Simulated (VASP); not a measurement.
Here is a VASP 6.6.1 calculation.

INCAR

```
PREC = Accurate ; ENCUT = 600
EDIFF = 1E-6 ; ISMEAR = -5
SIGMA = 0.1 ; LREAL = False
LASPH = True ; NELM = 120
ALGO = Normal ; ISIF = 2
LWAVE = False ; LCHARG = True
LELF = True ; LVHAR = True
NBANDS = 7 ; GGA_COMPAT = False
```

The input KPOINTS:

```
regular mesh
0
Gamma
  21 21 21
```

Contents of POSCAR:

```
Be
1.0
    2.0675056490      0.0000000000      0.0000000000
    0.0000000000      2.0675056490      0.0000000000
    0.0000000000      0.0000000000      2.0675056490
Be
1
Direct
    0.0000000000      0.0000000000      0.0000000000
```

Potentials or basis: VASP PAW LDA potentials, release 64 (Be).

Run with:

```bash
$ cat potpaw_LDA.64/Be/POTCAR > POTCAR
$ mpirun -np 1 vasp_std > vasp.out
```

Task: What does it give for the pressure?

Result: 10.1 GPa.

Task: Predict the band gap on the k mesh.

Result: Zero (band 1 reaches 11.26 eV, above the bottom of band 2 at 4.37 eV).

Caveat: tetrahedron occupations give inexact forces and stress in metals.
